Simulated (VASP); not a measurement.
NaBe: relaxation of cell and atoms with PBE

NaBe:

```
CELL_PARAMETERS angstrom
2.73764 0.00000 0.00000
0.00000 2.73764 0.00000
0.00000 0.00000 4.76784
ATOMIC_POSITIONS crystal
Na 0.50000 0.50000 0.50000
Be 0.00000 0.00000 0.00000
```

```
Program                : VASP 6.6.1
Task                   : relaxation of cell and atoms
Functional             : PBE
Potentials or basis    : VASP PAW PBE potentials, release 64 (Na_pv, Be)
Cutoff                 : 600 eV
k mesh                 : 20 × 20 × 12
Occupations            : gaussian, width 0.1 eV
Spin                   : no spin polarisation
Dipole correction      : no
Further INCAR settings : ALGO = Fast; EDIFF = 1e-07; IBRION = 2; EDIFFG = -0.01; NSW = 100; ISIF = 3
```

| Item | Value |
| --- | --- |
| Relaxed volume | 17.69 Å³/atom |
| Relaxed cell | a = 2.711 Å, b = 2.711 Å, c = 4.816 Å, α = 90.00°, β = 90.00°, γ = 90.00° |
| Space group after relaxing (to 0.1 Å) | P4/mmm (No. 123) |
| Energy gained by relaxing | 0.6 meV/atom |
| Ionic steps | 6 |
| Pressure after relaxing | 0.0 GPa |
| Band gap on the k mesh | zero (an odd number of electrons rules out a gap without spin polarisation) |

Step by step:
```
step  energy change (eV)  largest force (eV/Å)  pressure (GPa)  volume (Å³)
   1              0.0000                0.0000           -0.14        35.73
   2             -0.0004                0.0000           -0.05        35.65
   3             -0.0008                0.0000            0.01        35.54
   4             -0.0012                0.0000            0.07        35.33
   5             -0.0012                0.0000            0.08        35.31
   6             -0.0012                0.0000            0.03        35.38
```

Final structure:
```xyz
2
Lattice="2.7106 0.0000 0.0000 0.0000 2.7106 0.0000 0.0000 0.0000 4.8157" Properties=species:S:1:pos:R:3 pbc="T T T"
Na    1.3553    1.3553    2.4079
Be    0.0000    0.0000    0.0000
```

Levels at points of the mesh, in eV from the Fermi level:
```tsv
k point	band 3	band 4	band 5	band 6	band 7	band 8
(0.00, 0.00, 0.00)	-24.35	-6.20	-0.84	1.32	8.85	8.85
(0.50, 0.00, 0.00)	-24.32	-1.91	-1.65	2.13	5.56	6.26
(0.50, 0.50, 0.00)	-24.31	1.26	1.26	2.73	5.36	5.82
(0.00, 0.00, 0.50)	-24.35	-5.39	-3.57	6.28	8.89	8.89
(0.50, 0.00, 0.50)	-24.32	-1.51	-1.00	0.26	3.25	9.24
(0.50, 0.50, 0.50)	-24.31	1.40	1.40	3.20	4.22	6.30
```

It took 2.4 min on 1 thread of Intel(R) Xeon(R) 6975P-C (Granite Rapids), with other jobs on the host, peak memory 0.3 GiB.
